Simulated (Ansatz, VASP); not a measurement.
# BaTiO3 in VASP and in Ansatz

File INCAR:

```
SYSTEM = BaTiO3
ALGO = Normal ; EDIFF = 1E-6
ENCUT = 520 ; ISIF = 2
ISMEAR = -1 ; LASPH = .True.
LCHARG = .False. ; LREAL = .False.
LWAVE = .False. ; NBANDS = 28
NELM = 80 ; PREC = Accurate
SIGMA = 0.05
```

Contents of KPOINTS:

```
k-points
0
Gamma
  7 7 7
  0 0 0
```

Contents of POSCAR:

```
BaTiO3
1.0
    2.8645730673      1.6538620315      2.3489021694
   -2.8645730673      1.6538620315      2.3489021694
    0.0000000000     -3.3077240631      2.3489021694
Ba Ti O
1 1 3
Direct
    0.0000000000      0.0000000000      0.0000000000
    0.4845000000      0.4845000000      0.4845000000
    0.5086000000      0.0175000000      0.5086000000
    0.0175000000      0.5086000000      0.5086000000
    0.5086000000      0.5086000000      0.0175000000
```

Contents of input.yaml:

```yaml
crystal:
  lattice:
    - [2.8645730673, 1.6538620315, 2.3489021694]
    - [-2.8645730673, 1.6538620315, 2.3489021694]
    - [0.0, -3.3077240631, 2.3489021694]
  atoms:
    - { symbol: Ba, position: [0.0, 0.0, 0.0] }
    - { symbol: Ti, position: [0.4845, 0.4845, 0.4845] }
    - { symbol: O, position: [0.5086, 0.0175, 0.5086] }
    - { symbol: O, position: [0.0175, 0.5086, 0.5086] }
    - { symbol: O, position: [0.5086, 0.5086, 0.0175] }
kpoints:
  mp_grid: { grid: [7, 7, 7] }
scf:
  occupations: { method: fermi_dirac, width: 0.05 }
hamiltonian:
  xc: lda
  pseudopotentials: { kind: all_electron, lapw: { basis_error: 0.002 } }
output:
  forces: true
  stress: true
  eigenvalues: true
```

Change from the starting cell: volume scaled by 1.04.

Alike in both runs: task single point; functional LDA; k mesh 7 × 7 × 7; occupations fermi-dirac, width 0.05 eV; no spin polarisation.

|  | VASP | Ansatz |
| --- | --- | --- |
| version | VASP 6.6.1 | Ansatz 0.2.0 |
| potentials or method | VASP PAW LDA potentials, release 64 (Ba_sv, Ti_sv, O), cutoff 520 eV | all-electron LAPW, scalar-relativistic |

Ansatz gave:

- gap on the k mesh at the Fermi level (eV): 2.30
- least direct gap on the mesh (eV): 2.64
- pressure (GPa): -11.7
- traceless stress, the component that is largest in VASP (GPa): 0.24
- rms of the force components (eV/Å): 0.177

**Question.** What did VASP give for the same quantities?

**Answer.** gap on the k mesh at the Fermi level (eV): 2.26; least direct gap on the mesh (eV): 2.62; pressure (GPa): -10.0; traceless stress, the component that is largest in VASP (GPa): 0.18; rms of the force components (eV/Å): 0.143.

LDA's correlation is that of Perdew and Zunger in VASP and of Perdew and Wang (1992) in Ansatz. Atom by atom the forces differ by 0.035 eV/Å (rms over components). Ansatz ran all-electron here, and VASP with PAW potentials.

Neither program's run includes spin-orbit coupling.
